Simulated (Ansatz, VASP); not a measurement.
## CuO: VASP beside Ansatz

```
Cu O
1.0
     2.05529   -2.05590    0.16282
     2.05529    2.05590    0.16282
    -0.40301    0.00000    5.14424
Cu O
2 2
Cartesian
  1.0033 1.0279 0.0891
  0.8018 -1.0279 2.6612
  1.9302 0.0008 1.4565
  1.7287 -0.0008 4.0286
```

Alike in both runs: functional r2SCAN; k mesh 9 × 9 × 5; occupations fermi-dirac, width 0.1 eV; no spin polarisation.

Ansatz relaxed the structure, and its values are those at the end. VASP's run is a single point on that final structure, the one shown.

|  | VASP | Ansatz |
| --- | --- | --- |
| version | VASP 6.6.1 | Ansatz 0.2.0 |
| potentials or method | VASP PAW PBE potentials, release 64 (Cu, O), cutoff 660 eV | PAW plane waves |
| valence electrons in the cell | 34 | 50 |

Ansatz gave:

| Item | Value |
| --- | --- |
| pressure (GPa) | -3.3 |

**Question.** Estimate VASP's values.

**Answer.** Pressure (GPa): -2.5.

VASP's potentials were made for PBE, not for r2SCAN. The functional is the same, so the differences come from potentials, cutoffs and numerics. VASP's potentials hold 34 valence electrons a cell and Ansatz's 50, so a difference there can come from the potentials and not from the codes. Ansatz's warnings: stress scf threshold loose, structure snapped to symmetry.
